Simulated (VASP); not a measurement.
Ge, 4 atoms in the cell. The cell holds a slab with vacuum, 4 atoms: a = 4.023 Å, b = 4.023 Å, c = 18.869 Å, α = 90.00°, β = 90.00°, γ = 120.00°.  This cell differs from its parent crystal: layers slid over each other.

| Item | Value |
| --- | --- |
| Program | VASP 6.6.1 |
| Task | single point |
| Functional | PBE |
| Dispersion | D3(BJ) |
| Potentials or basis | VASP PAW PBE potentials, release 64 (Ge_d) |
| Cutoff | 520 eV |
| k mesh | 9 × 9 × 1 |
| Occupations | gaussian, width 0.1 eV |
| Spin | no spin polarisation |
| Dipole correction | yes |
| Further INCAR settings | ALGO = Normal; EDIFF = 1e-06; NBANDS = 36 |

Potentials or basis: VASP PAW PBE potentials, release 64 (Ge_d).

Run with:

```bash
$ cat potpaw_PBE.64/Ge_d/POTCAR > POTCAR
$ mpirun -np 1 vasp_std > vasp.out
```

Hardware: 1 thread of Intel(R) Xeon(R) 6975P-C (Granite Rapids), with other jobs on the host.

**Question.** How long does it take, and how much memory?

**Answer.** Wall time 2.4 min on 1 thread of Intel(R) Xeon(R) 6975P-C (Granite Rapids), with other jobs on the host, peak memory 0.45 GiB. Counts: scf iterations 20, k points 25.
